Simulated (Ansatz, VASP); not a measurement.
## One calculation of InTe4, two programs

```
In Te
1.0
     2.15000    1.24130    9.73333
    -2.15000    1.24130    9.73333
     0.00000   -2.48261    9.73333
In Te
1 4
Direct
  0.00000 0.00000 0.00000
  0.39700 0.39700 0.39700
  0.79300 0.79300 0.79300
  0.60300 0.60300 0.60300
  0.20700 0.20700 0.20700
```

Alike in both runs: task relaxation of cell and atoms; functional PBE; k mesh 4 × 4 × 4; occupations gaussian, width 0.2 eV; no spin polarisation.

```csv
,VASP,Ansatz
version,VASP 6.6.1,Ansatz 0.2.0
potentials or method,"VASP PAW PBE potentials, release 64 (In_d, Te), cutoff 600 eV","scalar-relativistic, plane waves, PAW"
valence electrons in the cell,37,77
```

```tsv
	VASP	Ansatz	Ansatz less VASP
gap on the k mesh at the Fermi level, each at its own relaxed structure (eV)	none	none	-
relaxed volume (Å³/atom)	31.94	31.95	+0.010
relaxed length of the cell vector where the two differ most in proportion (Å)	9.559	9.692	+0.1329
```

A gap of «none» marks a metal or a gap that the smearing closes. VASP's potentials hold 37 valence electrons a cell and Ansatz's 77, so a difference there can come from the potentials and not from the codes.

The k mesh is coarse, so the values compare programs but aren't converged. Neither program's run includes spin-orbit coupling.
